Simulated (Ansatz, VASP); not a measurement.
## Ti2B in VASP and in Ansatz

```
CELL_PARAMETERS angstrom
5.56703 0.00000 0.00000
-2.78352 4.82119 0.00000
0.00000 0.00000 3.16150
ATOMIC_POSITIONS crystal
Ti 0.50000 0.00000 0.00000
Ti 0.00000 0.50000 0.00000
Ti 0.50000 0.50000 0.00000
Ti 0.00000 0.00000 0.50000
B 0.33333 0.66667 0.50000
B 0.66667 0.33333 0.50000
```

Alike in both runs: task relaxation of cell and atoms; functional PBE; k mesh 6 × 6 × 6; occupations gaussian, width 0.1 eV; no spin polarisation.

|  | VASP | Ansatz |
| --- | --- | --- |
| version | VASP 6.6.1 | Ansatz 0.2.0 |
| potentials or method | VASP PAW PBE potentials, release 64 (Ti_sv, B), cutoff 600 eV | scalar-relativistic, plane waves, PAW |
| valence electrons in the cell | 54 | 54 |

```csv
,VASP,Ansatz,Ansatz less VASP
"gap on the k mesh at the Fermi level, each at its own relaxed structure (eV)",none,none,-
relaxed volume (Å³/atom),14.14,14.18,+0.037
relaxed cell length with the largest relative difference (Å),5.576,5.590,+0.0143
```

A gap of «none» marks a metal or a gap that the smearing closes.
